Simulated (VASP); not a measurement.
# AgSn2 (P6/mmm) in VASP: single point with PBE

Aim: the single point of AgSn2 with PBE.

All numbers are computed with VASP 6.6.1; they aren't measurements. Logs are shortened: lines on timing, memory, paths and dates and some standing lists are left out, and cuts for length are marked.

## Step 1: The cell of the first run

Symmetry: P6/mmm, No. 191, hexagonal system. Conventional cell: a = 5.287 Å, b = 5.287 Å, c = 3.083 Å, α = 90.00°, β = 90.00°, γ = 120.00°. Ag (site symmetry 6/mmm) has 2 Ag at 3.08 Å and 12 Sn at 3.42 Å within 4.1 Å. Within 4.0 Å of Sn (site symmetry -6m2) lie 5 Sn at 3.05 to 3.08 Å and 6 Ag at 3.42 Å.

## Step 2: Single point, PBE

File INCAR:

```
ALGO = Fast ; EDIFF = 1E-6
ENCUT = 520 ; GGA = PE
ISIF = 2 ; ISMEAR = 0
LASPH = True ; LCHARG = False
LREAL = False ; LWAVE = False
NBANDS = 26 ; NELM = 60
PREC = Accurate ; SIGMA = 0.1
```

File KPOINTS:

```
k-points
0
Gamma
  12 12 16
```

File POSCAR:

```
AgSn2
1.0
    5.2869663235      0.0000000000      0.0000000000
   -2.6434831618      4.5786471451      0.0000000000
    0.0000000000      0.0000000000      3.0834093191
Ag Sn
1 2
Direct
    0.0000000000      0.0000000000      0.0000000000
    0.3333333333      0.6666666667      0.5000000000
    0.6666666667      0.3333333333      0.5000000000
```

Potentials or basis: VASP PAW PBE potentials, release 64 (Ag, Sn_d).

Command:

```console
$ cat potpaw_PBE.64/Ag/POTCAR potpaw_PBE.64/Sn_d/POTCAR > POTCAR
$ mpirun -np 1 vasp_std > vasp.out
```

OUTCAR:

```text
EDIFF = 1E-6
   ENCUT = 520
   GGA = PE
   ISIF = 2
   ISMEAR = 0
   LASPH = True
   LREAL = False
   NELM = 60
   PREC = Accurate

 ion  position               nearest neighbor table
   1  0.000  0.000  0.000-   2 3.42   3 3.42   2 3.42   3 3.42   3 3.42   3 3.42   2 3.42   2 3.42
                             3 3.42   3 3.42   2 3.42   2 3.42
   2  0.333  0.667  0.500-   3 3.05   3 3.05   3 3.05   1 3.42   1 3.42   1 3.42   1 3.42   1 3.42
                             1 3.42
   3  0.667  0.333  0.500-   2 3.05   2 3.05   2 3.05   1 3.42   1 3.42   1 3.42   1 3.42   1 3.42
                             1 3.42

  LATTYP: Found a hexagonal cell.
 ALAT       =     5.2869663235
 C/A-ratio  =     0.5832095630

  Lattice vectors:

 A1 = (   5.2869663235,   0.0000000000,   0.0000000000)
 A2 = (  -2.6434831618,   4.5786471451,   0.0000000000)
 A3 = (   0.0000000000,   0.0000000000,   3.0834093191)

Analysis of symmetry for initial positions (statically):
=====================================================================
 Subroutine PRICEL returns:
 Original cell was already a primitive cell.

 Routine SETGRP: Setting up the symmetry group for a
 hexagonal supercell.

 Subroutine GETGRP returns: Found 24 space group operations
 (whereof 24 operations were pure point group operations)
 out of a pool of 24 trial point group operations.

The static configuration has the point symmetry D_6h.

Analysis of symmetry for dynamics (positions and initial velocities):
=====================================================================
 Subroutine PRICEL returns:
 Original cell was already a primitive cell.

 Routine SETGRP: Setting up the symmetry group for a
 hexagonal supercell.

 Subroutine GETGRP returns: Found 24 space group operations
 (whereof 24 operations were pure point group operations)
 out of a pool of 24 trial point group operations.

The dynamic configuration has the point symmetry D_6h.

 Subroutine INISYM returns: Found 24 space group operations
 (whereof 24 operations are pure point group operations),
 and found     1 'primitive' translations

----------------------------------------------------------------------------------------

                                     Primitive cell

  volume of cell :      74.6406

  direct lattice vectors                    reciprocal lattice vectors
     5.286966323  0.000000000  0.000000000     0.189144386  0.109202562  0.000000000
    -2.643483162  4.578647145  0.000000000     0.000000000  0.218405125  0.000000000
     0.000000000  0.000000000  3.083409319     0.000000000  0.000000000  0.324316332

  length of vectors
     5.286966323  5.286966324  3.083409319     0.218405125  0.218405125  0.324316332

  position of ions in fractional coordinates (direct lattice)
     0.000000000  0.000000000  0.000000000
     0.333333333  0.666666667  0.500000000
     0.666666667  0.333333333  0.500000000

  ion indices of the primitive-cell ions
   primitive index   ion index
                 1           1
                 2           2
                 3           3

----------------------------------------------------------------------------------------

 KPOINTS: k-points

Automatic generation of k-mesh.
 Grid dimensions read from file:
 generate k-points for:   12   12   16

 Generating k-lattice:

  Cartesian coordinates                     Fractional coordinates (reciprocal lattice)
     0.015762032  0.009100214  0.000000000     0.083333333  0.000000000  0.000000000
     0.000000000  0.018200427  0.000000000     0.000000000  0.083333333  0.000000000
     0.000000000  0.000000000  0.020269771     0.000000000  0.000000000  0.062500000

  Length of vectors
     0.018200427  0.018200427  0.020269771

  Shift w.r.t. Gamma in fractional coordinates (k-lattice)
     0.000000000  0.000000000  0.000000000

 Subroutine IBZKPT returns following result:
 ===========================================

 Found    171 irreducible k-points:

 Following reciprocal coordinates:
            Coordinates               Weight
  0.000000  0.000000  0.000000      1.000000
  0.083333  0.000000  0.000000      6.000000
  0.166667  0.000000  0.000000      6.000000
  0.250000  0.000000  0.000000      6.000000
  0.333333  0.000000  0.000000      6.000000
  0.416667  0.000000  0.000000      6.000000
[... 16 lines left out ...]
  0.250000  0.000000  0.062500     12.000000
  0.333333  0.000000  0.062500     12.000000
 [... further k-points ...]
   k-points           NKPTS =    171   k-points in BZ     NKDIM =    171   number of bands    NBANDS=     26
   number of dos      NEDOS =    301   number of ions     NIONS =      3
   total plane-waves  NPLWV =  38400
   dimension x,y,z NGX =    40 NGY =   40 NGZ =   24
   dimension x,y,z NGXF=    80 NGYF=   80 NGZF=   48
   ions per type =               1   2
   NGX,Y,Z   is equivalent  to a cutoff of  12.58, 12.58, 12.94 a.u.
   NGXF,Y,Z  is equivalent  to a cutoff of  25.16, 25.16, 25.88 a.u.
 SYSTEM =  unknown system
   PREC   = accura    normal or accurate (medium, high low for compatibility)
   ISTART =      0    job   : 0-new  1-cont  2-samecut
   ICHARG =      2    charge: 1-file 2-atom 10-const
   ISPIN  =      1    spin polarized calculation?
   LNONCOLLINEAR =      F non collinear calculations
   LSORBIT =      F    spin-orbit coupling
   LASPH  =      T    aspherical Exc in radial PAW
   ENCUT  =  520.0 eV  38.22 Ry    6.18 a.u.   9.83  9.83  5.73*2*pi/ulx,y,z
   NELM   =     60;   NELMIN=  2; NELMDL= -5     # of ELM steps
   EDIFF  = 0.1E-05   stopping-criterion for ELM
   LREAL  =      F    real-space projection
   EDIFFG = 0.1E-04   stopping-criterion for IOM
   NSW    =      0    number of steps for IOM
   IBRION =     -1    ionic relax: 0-MD 1-quasi-New 2-CG
   NFREE  =      0    steps in history (QN), initial steepest desc. (CG)
   ISIF   =      2    stress and relaxation
   ISYM   =      2    0-nonsym 1-usesym 2-fastsym
   POTIM  = 0.5000    time-step for ionic-motion
   TEBEG  =    0.0;   TEEND  =   0.0 temperature during run
   PSTRESS=    0.0 pullay stress
   NELECT =      39.0000    total number of electrons
   NUPDOWN=      -1.0000    fix difference up-down
   EMIN   =  10.00;   EMAX   =-10.00  energy-range for DOS
   EFERMI =   0.00;   METHOD = LEGACY
   ISMEAR =     0;   SIGMA  =   0.10  broadening in eV -4-tet -1-fermi 0-gaus
   EFERMI_NEDOS =   21; number of points for ismear=-14 and -15
   IALGO  =     68    algorithm
   IMIX   =      4    mixing-type and parameters
     AMIX     =   0.40;   BMIX     =  1.00
     AMIX_MAG =   1.60;   BMIX_MAG =  1.00
  volume/ion in A,a.u.               =      24.88       167.90
  Fermi-wavevector in a.u.,A,eV,Ry     =   1.318575  2.491745 23.655622  1.738639
  Thomas-Fermi vector in A             =   2.448535
   LORBIT       =      0    0 simple, 1 ext, 2 COOP (PROOUT), +10 PAW based schemes
   GGA     = PE    functional components
   LHFCALC =     F    Hartree Fock is set to
   AEXX    =    0.0000 exact exchange contribution
   IVDW    =     0    specifies the selected vdW correction
   LEPSILON=     F    determine dielectric tensor
   LRPA    =     F    only Hartree local field effects (RPA)
 non-spin polarized calculation
 RMM-DIIS sequential band-by-band and
 Gauss-broadening in eV      SIGMA  =   0.10
  energy-cutoff  :      520.00
  volume of cell :       74.64
 maximum number of plane-waves:      2034
 NGX is ok and might be reduce to    40
   NGX = 19   NGY = 19   NGZ = 11

 number of electron      38.9999996 magnetization

 Free energy of the ion-electron system (eV)
  ---------------------------------------------------
  ext. energy  EPLUGINS =         0.00000000
  ---------------------------------------------------
  free energy    TOTEN  =        -9.93606684 eV

  energy without entropy =       -9.93074098  energy(sigma->0) =       -9.93340391

 E-fermi :   7.5786     XC(G=0): -10.5688

 val. band max:        7.5733620429   @ k =   0.2500   0.0833   0.3750
 cond. band min:       7.5970343193   @ k =   0.3333   0.0000   0.4375
 fundamental gap:      0.0236722763
 Fermi energy:         7.5786079627

 k-point     1 :       0.0000    0.0000    0.0000
  band No.  band energies     occupation
      1     -14.0182      2.00000
      2     -13.8880      2.00000
      3     -13.8514      2.00000
      4     -13.8514      2.00000
      5     -13.7506      2.00000
      6     -13.7506      2.00000
[... 18 lines left out ...]
     25      17.4754      0.00000
     26      18.7477      0.00000

 k-point     2 :       0.0833    0.0000    0.0000
  band No.  band energies     occupation
      1     -14.0173      2.00000
      2     -13.8963      2.00000
      3     -13.8575      2.00000
      4     -13.8472      2.00000
      5     -13.7510      2.00000
      6     -13.7497      2.00000
[... 18 lines left out ...]
     25      17.3382      0.00000
     26      18.1869      0.00000

 k-point     3 :       0.1667    0.0000    0.0000
  band No.  band energies     occupation
      1     -14.0144      2.00000
      2     -13.9136      2.00000
      3     -13.8715      2.00000
      4     -13.8412      2.00000
      5     -13.7521      2.00000
      6     -13.7472      2.00000
[... 18 lines left out ...]
     25      16.9908      0.00000
     26      17.3530      0.00000

 k-point     4 :       0.2500    0.0000    0.0000
  band No.  band energies     occupation
      1     -14.0097      2.00000
      2     -13.9327      2.00000
      3     -13.8869      2.00000
      4     -13.8377      2.00000
      5     -13.7535      2.00000
      6     -13.7433      2.00000
[... 18 lines left out ...]
     25      16.1687      0.00000
     26      16.5112      0.00000
[... 496 lines left out ...]
      1     -14.0032      2.00000
      2     -13.9047      2.00000
      3     -13.8709      2.00000
      4     -13.8372      2.00000
      5     -13.7569      2.00000
      6     -13.7519      2.00000
[... 18 lines left out ...]
     25      16.7122      0.00000
     26      17.4774      0.00000

 k-point    23 :       0.2500    0.0000    0.0625
  band No.  band energies     occupation
      1     -13.9987      2.00000
      2     -13.9244      2.00000
      3     -13.8863      2.00000
      4     -13.8331      2.00000
      5     -13.7583      2.00000
      6     -13.7480      2.00000
[... 18 lines left out ...]
     25      15.7460      0.00000
     26      16.2196      0.00000

 k-point    24 :       0.3333    0.0000    0.0625
  band No.  band energies     occupation
      1     -13.9925      2.00000
      2     -13.9426      2.00000
      3     -13.8993      2.00000
      4     -13.8315      2.00000
      5     -13.7597      2.00000
      6     -13.7434      2.00000
[... 18 lines left out ...]
     25      14.9447      0.00000
     26      15.2094      0.00000

 [... further k-points ...]

------------------------ aborting loop because EDIFF is reached ----------------------------------------

  FORCE on cell =-STRESS in cart. coord.  units (eV):
  Direction    XX          YY          ZZ          XY          YZ          ZX
  --------------------------------------------------------------------------------------
  -------------------------------------------------------------------------------------
  Total       -0.0181405     -0.0181405     -0.0122006      0.0000000      0.0000000     -0.0000000
  in kB       -0.3893906     -0.3893906     -0.2618887      0.0000000      0.0000000     -0.0000000
  external PRESSURE =      -0.3468899 kB  Pullay stress =       0.0000000 kB

 VOLUME and BASIS-vectors are now :
 -----------------------------------------------------------------------------
  energy-cutoff  :      520.00
  volume of cell :       74.64
      direct lattice vectors                 reciprocal lattice vectors
     5.286966323  0.000000000  0.000000000     0.189144386  0.109202562  0.000000000
    -2.643483162  4.578647145  0.000000000     0.000000000  0.218405125  0.000000000
     0.000000000  0.000000000  3.083409319     0.000000000  0.000000000  0.324316332

 POSITION                                       TOTAL-FORCE (eV/Angst)
 -----------------------------------------------------------------------------------
      0.00000      0.00000      0.00000         0.000000      0.000000      0.000000
     -0.00000      3.05243      1.54170        -0.000000     -0.000000     -0.000000
      2.64348      1.52622      1.54170         0.000000      0.000000      0.000000
 -----------------------------------------------------------------------------------
    total drift:                               -0.000000      0.000000      0.000000

  FREE ENERGIE OF THE ION-ELECTRON SYSTEM (eV)
  ---------------------------------------------------
  free  energy   TOTEN  =        -9.9360668388 eV

  energy  without entropy=       -9.9307409782  energy(sigma->0) =       -9.93340391
```

It took 1.9 min on 1 thread of Intel Xeon 6975P-C (Granite Rapids), shared host; peak memory 0.42 GiB.

What came out:

* Free energy: -9.9361 eV
* Pressure: 0.0 GPa
* Band gap on the k mesh: zero (an odd number of electrons rules out a gap without spin polarisation)

Caveat: spin-orbit coupling is left out, which moves the levels of the heavy elements.

The gap in the log of VASP goes by the Fermi energy; the results here count the filled bands.